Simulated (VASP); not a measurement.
Input of a VASP 6.6.1 run:

File INCAR:

```
SYSTEM = In
  PREC = Accurate
  ENCUT = 600
  EDIFF = 1E-7
  ISMEAR = -1
  SIGMA = 0.1
  LREAL = .FALSE.
  LASPH = .TRUE.
  NELM = 100
  ALGO = Normal
  ISIF = 4
  LWAVE = .FALSE.
  LCHARG = .FALSE.
  GGA = PE
  IBRION = 2
  NSW = 50
  EDIFFG = -0.005
```

KPOINTS

```
Automatic mesh
0
G
  15 15 14
  0 0 0
```

Contents of POSCAR:

```
In
1.0
    2.6723431101      0.0000000000      0.0000000000
   -1.3361715550      2.3143170210      0.0000000000
    0.0000000000      0.0000000000      2.5369313688
In
1
Direct
    0.0000000000      0.0000000000      0.0000000000
```

Potentials or basis: VASP PAW PBE potentials, release 64 (In_d).

Command:

```sh
$ cat potpaw_PBE.64/In_d/POTCAR > POTCAR
$ mpirun -np 1 vasp_std > vasp.out
```

**Question.** Predict the band gap on the k mesh.

**Answer.** Zero (an odd number of electrons rules out a gap without spin polarisation).

Step by step:
| step | energy change (eV) | largest force (eV/Å) | pressure (GPa) | volume (Å³) |
| --- | --- | --- | --- | --- |
| 1 | 0.0000 | 0.0000 | 93.60 | 15.69 |
| 2 | 0.0038 | 0.0000 | 93.48 | 15.69 |
| 3 | -0.0009 | 0.0000 | 93.53 | 15.69 |

Caveat: spin-orbit coupling is left out, which moves the levels of the heavy elements.
